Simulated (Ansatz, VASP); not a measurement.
One calculation of Cs, two programs

INCAR

```
PREC = Accurate
ENCUT = 520
EDIFF = 1E-6
ISMEAR = 0
SIGMA = 0.1
LREAL = False
LASPH = True
NELM = 100
ALGO = Normal
ISIF = 2
LWAVE = False
LCHARG = False
GGA = PS
NBANDS = 26
```

Contents of KPOINTS:

```
Automatic mesh
0
Gamma
  12 12 4
```

The input POSCAR:

```
Cs
1.0
    4.7713738622      0.0000000000      0.0000000000
   -2.3856869311      4.1321309757      0.0000000000
    0.0000000000      0.0000000000     16.6481189474
Cs
4
Direct
    0.0000000000      0.0000000000      0.0000000000
    0.3333333300      0.6666666700      0.2500000000
    0.0000000000      0.0000000000      0.5000000000
    0.6666666700      0.3333333300      0.7500000000
```

Input for Ansatz:

```yaml
crystal:
  lattice:
    - [4.7713738622, 0.0, 0.0]
    - [-2.3856869311, 4.1321309757, 0.0]
    - [0.0, 0.0, 16.6481189474]
  atoms:
    - { symbol: Cs, position: [0.0, 0.0, 0.0] }
    - { symbol: Cs, position: [0.33333333, 0.66666667, 0.25] }
    - { symbol: Cs, position: [0.0, 0.0, 0.5] }
    - { symbol: Cs, position: [0.66666667, 0.33333333, 0.75] }
basis:
  ecutwfc: 420
kpoints:
  mp_grid: { grid: [12, 12, 4] }
hamiltonian:
  xc: pbesol
scf:
  occupations: { method: gaussian, width: 0.1 }
output:
  forces: true
  stress: true
  eigenvalues: true
```

Alike in both runs: task single point; functional PBEsol; k mesh 12 × 12 × 4; occupations gaussian, width 0.1 eV; no spin polarisation.

|  | VASP | Ansatz |
| --- | --- | --- |
| version | VASP 6.6.1 | Ansatz 0.2.0 |
| potentials or method | VASP PAW PBE potentials, release 64 (Cs_sv), cutoff 520 eV | scalar-relativistic, plane waves, PAW |
| valence electrons in the cell | 36 | 36 |

```tsv
	VASP	Ansatz	Ansatz less VASP
gap on the k mesh at the Fermi level (eV)	none	none	-
pressure (GPa)	0.9	0.9	+0.01
traceless stress, the component that is largest in VASP (GPa)	-0.27	-0.27	0.000
```

VASP's potentials were made for PBE, not for PBEsol. A gap of «none» marks a metal or a gap that the smearing closes.

Neither program's run includes spin-orbit coupling.
